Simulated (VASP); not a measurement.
Runs of VASP 6.6.1 on Ir. The structure is that of space group Fd-3m (No. 227), or close to it. The cells are those of the table. 

```csv
cell,k mesh,gap on the mesh (eV),pressure (GPa)
"a = 4.104 Å, angles 60.0°, 2 atoms",11 × 11 × 11,none,(b)
"a = 3.946 Å, angles 60.0°, 2 atoms",11 × 11 × 11,none,8.0
"a = 3.891 Å, angles 60.0°, 2 atoms",11 × 11 × 11,none,17.0
"a = 3.834 Å, angles 60.0°, 2 atoms",11 × 11 × 11,none,28.5
"a = 4.001 Å, angles 60.0°, 2 atoms",10 × 10 × 10,none,(a)
```

Alike in all rows: task single point; level BLYP; potentials or basis VASP PAW PBE potentials, release 64 (Ir); no spin polarisation; cutoff (eV) 520; smearing fermi-dirac 0.1 eV.

Task: Estimate the missing entries.

Result: (a) 0.8; (b) -9.2.

Caveats: the PAW data sets were made with another functional, which shifts forces and pressure a little; spin-orbit coupling is left out, which moves the levels of the heavy elements.

A k mesh can miss the band edges, and the runs leave out spin-orbit coupling on Ir.

A gap of «none» marks levels without a gap at the run's occupations.
